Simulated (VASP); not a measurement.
A run of VASP 6.6.1 is set up as follows.

Contents of INCAR:

```
SYSTEM = Pt
AGGAC = 1.0 ; AGGAX = 1.0
ALDAC = 0.0 ; ALDAX = 1.0
ALGO = Normal ; EDIFF = 1E-7
EDIFFG = -0.01 ; ENCUT = 570
GGA = B5 ; GGA_COMPAT = .False.
IBRION = 2 ; ISIF = 3
ISMEAR = -1 ; LASPH = .True.
LCHARG = .False. ; LREAL = .False.
LWAVE = .False. ; NELM = 120
NELMIN = 4 ; NSW = 80
PREC = Accurate ; SIGMA = 0.1
```

Contents of KPOINTS:

```
k-points
0
Gamma
  14 14 14
  0 0 0
```

The input POSCAR:

```
Pt
1.0
    0.0000000000      1.9615500000      1.9615500000
    1.9615500000      0.0000000000      1.9615500000
    1.9615500000      1.9615500000      0.0000000000
Pt
1
Direct
    0.0000000000      0.0000000000      0.0000000000
```

Potentials or basis: VASP PAW PBE potentials, release 64 (Pt_sv_GW).

The run is started by

```bash
$ cat potpaw_PBE.64/Pt_sv_GW/POTCAR > POTCAR
$ mpirun -np 1 vasp_std > vasp.out
```

(1) Estimate the space group after relaxing (to 0.1 Å).

(2) Estimate the relaxed volume.

Answers

(1) Fm-3m (No. 225).

(2) 16.55 Å³/atom.

Caveat: the PAW data sets were made with another functional, which shifts forces and pressure a little.
